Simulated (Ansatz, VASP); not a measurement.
# Two plane-wave programs on NiSb2

```xyz
6
Lattice="5.1504 0.0000 0.0000 0.0000 6.2753 0.0000 0.0000 0.0000 3.8312" Properties=species:S:1:pos:R:3 pbc="T T T"
Ni    0.0000    0.0000    0.0000
Ni    2.5752    3.1376    1.9156
Sb    1.1368    2.2454    0.0000
Sb    4.0137    4.0299    0.0000
Sb    3.7120    0.8922    1.9156
Sb    1.4384    5.3831    1.9156
```

Alike in both runs: functional PBEsol; k mesh 8 × 6 × 10; occupations gaussian, width 0.1 eV; no spin polarisation.

Ansatz relaxed the structure, and its values are those at the end. VASP's run is a single point on that final structure, the one shown.

|  | VASP | Ansatz |
| --- | --- | --- |
| version | VASP 6.6.1 | Ansatz 0.2.0 |
| potentials or method | VASP PAW PBE potentials, release 64 (Ni, Sb), cutoff 520 eV | scalar-relativistic, plane waves, PAW |
| valence electrons in the cell | 40 | 96 |

VASP gave:

```
gap on the k mesh at the Fermi level (eV) : none
pressure (GPa)                            : 0.0
rms of the force components (eV/Å)        : 0.012
```

Problem. Which values does Ansatz return?

Solution. gap on the k mesh at the Fermi level (eV): none; pressure (GPa): 0.0; rms of the force components (eV/Å): 0.001.

VASP's potentials were made for PBE, not for PBEsol. A gap of «none» marks a metal or a gap that the smearing closes. VASP's potentials hold 40 valence electrons a cell and Ansatz's 96, so a difference there can come from the potentials and not from the codes.

Spin-orbit coupling is off throughout.
